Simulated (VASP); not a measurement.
# Os (Pm-3m) in VASP: single point with LDA

Aim: the single point of Os with LDA.

All numbers are computed with VASP 6.6.1; they aren't measurements. Logs are shortened: lines on timing, memory, paths and dates and some standing lists are left out, and cuts for length are marked.

## Step 1: The cell of the first run

It takes space group Pm-3m (No. 221, cubic). Conventional cell: a = 2.515 Å, b = 2.515 Å, c = 2.515 Å, α = 90.00°, β = 90.00°, γ = 90.00°. Os (site symmetry m-3m) has 6 Os at 2.52 Å within 3.3 Å.

## Step 2: Single point, LDA

INCAR reads:

```
ALGO     = Normal         # electronic algorithm
EDIFF    = 1E-6           # SCF threshold, eV
ENCUT    = 520            # plane-wave cutoff, eV
ISIF     = 2              # what is computed and relaxed
ISMEAR   = -1             # smearing method
LASPH    = True           # aspherical terms in the spheres
LCHARG   = True           # write CHGCAR
LELF     = True           # ELF
LREAL    = False          # projectors in reciprocal space
LVHAR    = True         
LWAVE    = False          # write WAVECAR
NBANDS   = 10             # bands
NELM     = 80             # most SCF steps
PREC     = Accurate       # precision mode
SIGMA    = 0.13605693000000002 # smearing width, eV
```

KPOINTS reads:

```
k-points
0
Gamma
  13 13 13
```

POSCAR reads:

```
Os
1.0
    2.5154773167      0.0000000000      0.0000000000
    0.0000000000      2.5154773167      0.0000000000
    0.0000000000      0.0000000000      2.5154773167
Os
1
Direct
    0.0000000000      0.0000000000      0.0000000000
```

Potentials or basis: VASP PAW LDA potentials, release 64 (Os).

Started as:

```console
cat potpaw_LDA.64/Os/POTCAR > POTCAR
mpirun -np 1 vasp_std > vasp.out
```

OUTCAR:

```text
EDIFF = 1E-6
   ENCUT = 520
   ISIF = 2
   ISMEAR = -1
   LASPH = True
   LREAL = False
   NELM = 80
   PREC = Accurate

 ion  position               nearest neighbor table
   1  0.000  0.000  0.000-

  LATTYP: Found a simple cubic cell.
 ALAT       =     2.5154773167

  Lattice vectors:

 A1 = (   2.5154773167,   0.0000000000,   0.0000000000)
 A2 = (   0.0000000000,   2.5154773167,   0.0000000000)
 A3 = (   0.0000000000,   0.0000000000,   2.5154773167)

Analysis of symmetry for initial positions (statically):
=====================================================================
 Subroutine PRICEL returns:
 Original cell was already a primitive cell.

 Routine SETGRP: Setting up the symmetry group for a
 simple cubic supercell.

 Subroutine GETGRP returns: Found 48 space group operations
 (whereof 48 operations were pure point group operations)
 out of a pool of 48 trial point group operations.

The static configuration has the point symmetry O_h .

Analysis of symmetry for dynamics (positions and initial velocities):
=====================================================================
 Subroutine PRICEL returns:
 Original cell was already a primitive cell.

 Routine SETGRP: Setting up the symmetry group for a
 simple cubic supercell.

 Subroutine GETGRP returns: Found 48 space group operations
 (whereof 48 operations were pure point group operations)
 out of a pool of 48 trial point group operations.

The dynamic configuration has the point symmetry O_h .

 Subroutine INISYM returns: Found 48 space group operations
 (whereof 48 operations are pure point group operations),
 and found     1 'primitive' translations

----------------------------------------------------------------------------------------

                                     Primitive cell

  volume of cell :      15.9170

  direct lattice vectors                    reciprocal lattice vectors
     2.515477317  0.000000000  0.000000000     0.397538866  0.000000000  0.000000000
     0.000000000  2.515477317  0.000000000     0.000000000  0.397538866  0.000000000
     0.000000000  0.000000000  2.515477317     0.000000000  0.000000000  0.397538866

  length of vectors
     2.515477317  2.515477317  2.515477317     0.397538866  0.397538866  0.397538866

  position of ions in fractional coordinates (direct lattice)
     0.000000000  0.000000000  0.000000000

  ion indices of the primitive-cell ions
   primitive index   ion index
                 1           1

----------------------------------------------------------------------------------------

 KPOINTS: k-points

Automatic generation of k-mesh.
 Grid dimensions read from file:
 generate k-points for:   13   13   13

 Generating k-lattice:

  Cartesian coordinates                     Fractional coordinates (reciprocal lattice)
     0.030579913  0.000000000  0.000000000     0.076923077  0.000000000  0.000000000
     0.000000000  0.030579913  0.000000000     0.000000000  0.076923077  0.000000000
     0.000000000  0.000000000  0.030579913     0.000000000  0.000000000  0.076923077

  Length of vectors
     0.030579913  0.030579913  0.030579913

  Shift w.r.t. Gamma in fractional coordinates (k-lattice)
     0.000000000  0.000000000  0.000000000

 Subroutine IBZKPT returns following result:
 ===========================================

 Found     84 irreducible k-points:

 Following reciprocal coordinates:
            Coordinates               Weight
  0.000000  0.000000  0.000000      1.000000
  0.076923  0.000000  0.000000      6.000000
  0.153846  0.000000  0.000000      6.000000
  0.230769  0.000000  0.000000      6.000000
  0.307692  0.000000  0.000000      6.000000
  0.384615  0.000000  0.000000      6.000000
[... 16 lines left out ...]
  0.307692  0.307692  0.000000     12.000000
  0.384615  0.307692  0.000000     24.000000
 [... further k-points ...]
   k-points           NKPTS =     84   k-points in BZ     NKDIM =     84   number of bands    NBANDS=     10
   number of dos      NEDOS =    301   number of ions     NIONS =      1
   total plane-waves  NPLWV =   8000
   dimension x,y,z NGX =    20 NGY =   20 NGZ =   20
   dimension x,y,z NGXF=    40 NGYF=   40 NGZF=   40
   ions per type =               1
   NGX,Y,Z   is equivalent  to a cutoff of  13.22, 13.22, 13.22 a.u.
   NGXF,Y,Z  is equivalent  to a cutoff of  26.44, 26.44, 26.44 a.u.
 SYSTEM =  unknown system
   PREC   = accura    normal or accurate (medium, high low for compatibility)
   ISTART =      0    job   : 0-new  1-cont  2-samecut
   ICHARG =      2    charge: 1-file 2-atom 10-const
   ISPIN  =      1    spin polarized calculation?
   LNONCOLLINEAR =      F non collinear calculations
   LSORBIT =      F    spin-orbit coupling
   LASPH  =      T    aspherical Exc in radial PAW
   ENCUT  =  520.0 eV  38.22 Ry    6.18 a.u.   4.68  4.68  4.68*2*pi/ulx,y,z
   NELM   =     80;   NELMIN=  2; NELMDL= -5     # of ELM steps
   EDIFF  = 0.1E-05   stopping-criterion for ELM
   LREAL  =      F    real-space projection
   EDIFFG = 0.1E-04   stopping-criterion for IOM
   NSW    =      0    number of steps for IOM
   IBRION =     -1    ionic relax: 0-MD 1-quasi-New 2-CG
   NFREE  =      0    steps in history (QN), initial steepest desc. (CG)
   ISIF   =      2    stress and relaxation
   ISYM   =      2    0-nonsym 1-usesym 2-fastsym
   POTIM  = 0.5000    time-step for ionic-motion
   TEBEG  =    0.0;   TEEND  =   0.0 temperature during run
   PSTRESS=    0.0 pullay stress
   NELECT =       8.0000    total number of electrons
   NUPDOWN=      -1.0000    fix difference up-down
   EMIN   =  10.00;   EMAX   =-10.00  energy-range for DOS
   EFERMI =   0.00;   METHOD = LEGACY
   ISMEAR =    -1;   SIGMA  =   0.14  broadening in eV -4-tet -1-fermi 0-gaus
   EFERMI_NEDOS =   21; number of points for ismear=-14 and -15
   IALGO  =     38    algorithm
   IMIX   =      4    mixing-type and parameters
     AMIX     =   0.40;   BMIX     =  1.00
     AMIX_MAG =   1.60;   BMIX_MAG =  1.00
  volume/ion in A,a.u.               =      15.92       107.41
  Fermi-wavevector in a.u.,A,eV,Ry     =   1.301621  2.459706 23.051211  1.694216
  Thomas-Fermi vector in A             =   2.432742
   LORBIT       =      0    0 simple, 1 ext, 2 COOP (PROOUT), +10 PAW based schemes
   GGA     = CA    functional components
   LHFCALC =     F    Hartree Fock is set to
   AEXX    =    0.0000 exact exchange contribution
   IVDW    =     0    specifies the selected vdW correction
   LEPSILON=     F    determine dielectric tensor
   LRPA    =     F    only Hartree local field effects (RPA)
 non-spin polarized calculation
  energy-cutoff  :      520.00
  volume of cell :       15.92
 maximum number of plane-waves:       449
 NGX is ok and might be reduce to    20
   NGX =  9   NGY =  9   NGZ =  9

 number of electron       8.0000000 magnetization

 Free energy of the ion-electron system (eV)
  ---------------------------------------------------
  ext. energy  EPLUGINS =         0.00000000
  ---------------------------------------------------
  free energy    TOTEN  =       -11.10956213 eV

  energy without entropy =      -11.03063135  energy(sigma->0) =      -11.07009674

 E-fermi :   7.7215     XC(G=0): -13.2976

 val. band max:        7.7027121484   @ k =   0.3077   0.1538   0.0000
 cond. band min:       7.7281819548   @ k =   0.3077   0.1538   0.0769
 fundamental gap:      0.0254698065
 Fermi energy:         7.7214542003

 k-point     1 :       0.0000    0.0000    0.0000
  band No.  band energies     occupation
      1      -2.0714      2.00000
      2       1.3840      2.00000
      3       1.3840      2.00000
      4      10.1586      0.00000
      5      10.1586      0.00000
      6      10.1586      0.00000
      7      23.5807      0.00000
      8      23.5807      0.00000
      9      23.5807      0.00000
     10      29.9670      0.00000

 k-point     2 :       0.0769    0.0000    0.0000
  band No.  band energies     occupation
      1      -1.8705      2.00000
      2       1.4304      2.00000
      3       1.5974      2.00000
      4       9.8876      0.00000
      5       9.8876      0.00000
      6      10.1787      0.00000
      7      22.4365      0.00000
      8      23.9875      0.00000
      9      23.9875      0.00000
     10      30.7532      0.00000

 k-point     3 :       0.1538    0.0000    0.0000
  band No.  band energies     occupation
      1      -1.3320      2.00000
      2       1.5614      2.00000
      3       2.2480      2.00000
      4       9.2037      0.00004
      5       9.2037      0.00004
      6      10.2352      0.00000
      7      20.2900      0.00000
      8      25.0607      0.00000
      9      25.0607      0.00000
     10      29.1320      0.00000

 k-point     4 :       0.2308    0.0000    0.0000
  band No.  band energies     occupation
      1      -0.6108      2.00000
      2       1.7529      2.00000
      3       3.3163      2.00000
      4       8.3631      0.01774
      5       8.3631      0.01774
      6      10.3158      0.00000
      7      18.2054      0.00000
      8      26.4972      0.00000
      9      26.4972      0.00000
     10      27.0460      0.00000
[... 222 lines left out ...]
 k-point    22 :       0.4615    0.2308    0.0000
  band No.  band energies     occupation
      1       2.1422      2.00000
      2       2.7033      2.00000
      3       4.8664      2.00000
      4       6.9768      1.99164
      5       8.9234      0.00029
      6      10.0089      0.00000
      7      15.4238      0.00000
      8      24.3857      0.00000
      9      25.4535      0.00000
     10      27.7413      0.00000

 k-point    23 :       0.3077    0.3077    0.0000
  band No.  band energies     occupation
      1       1.6623      2.00000
      2       2.7247      2.00000
      3       6.3595      1.99991
      4       7.3266      1.89588
      5       7.8619      0.52538
      6       8.1391      0.08874
      7      18.1478      0.00000
      8      20.9197      0.00000
      9      26.7434      0.00000
     10      32.2723      0.00000

 k-point    24 :       0.3846    0.3077    0.0000
  band No.  band energies     occupation
      1       1.7871      2.00000
      2       2.4921      2.00000
      3       6.8427      1.99687
      4       7.4264      1.79482
      5       8.1396      0.08843
      6       9.0571      0.00011
      7      16.7327      0.00000
      8      21.6472      0.00000
      9      25.8987      0.00000
     10      30.1928      0.00000

 [... further k-points ...]
[... 5 lines left out ...]
  --------------------------------------------------------------------------------------
  -------------------------------------------------------------------------------------
  Total        0.0918177      0.0918177      0.0918177      0.0000000      0.0000000     -0.0000000
  in kB        9.2422125      9.2422125      9.2422125      0.0000000      0.0000000     -0.0000000
  external PRESSURE =       9.2422125 kB  Pullay stress =       0.0000000 kB

 VOLUME and BASIS-vectors are now :
 -----------------------------------------------------------------------------
  energy-cutoff  :      520.00
  volume of cell :       15.92
      direct lattice vectors                 reciprocal lattice vectors
     2.515477317  0.000000000  0.000000000     0.397538866  0.000000000  0.000000000
     0.000000000  2.515477317  0.000000000     0.000000000  0.397538866  0.000000000
     0.000000000  0.000000000  2.515477317     0.000000000  0.000000000  0.397538866

 POSITION                                       TOTAL-FORCE (eV/Angst)
 -----------------------------------------------------------------------------------
      0.00000      0.00000      0.00000         0.000000      0.000000      0.000000
 -----------------------------------------------------------------------------------
    total drift:                                0.000000      0.000000      0.000000

  FREE ENERGIE OF THE ION-ELECTRON SYSTEM (eV)
  ---------------------------------------------------
  free  energy   TOTEN  =       -11.1095621296 eV

  energy  without entropy=      -11.0306313495  energy(sigma->0) =      -11.07009674
```

It took 3.9 s on 1 thread of Intel Xeon 6975P-C (Granite Rapids), shared host; peak memory 0.12 GiB.

Results:

```
Free energy            : -11.1096 eV
Pressure               : 0.9 GPa
Band gap on the k mesh : zero (band 4 reaches 12.53 eV, above the bottom of band 5 at 6.69 eV)
```

Levels at points of the mesh, in eV from the Fermi level:
```csv
k point,band 2,band 3,band 4,band 5,band 6,band 7
"(0.00, 0.00, 0.00)",-6.34,-6.34,2.44,2.44,2.44,15.86
```

Caveat: spin-orbit coupling is left out, which moves the levels of the heavy elements.
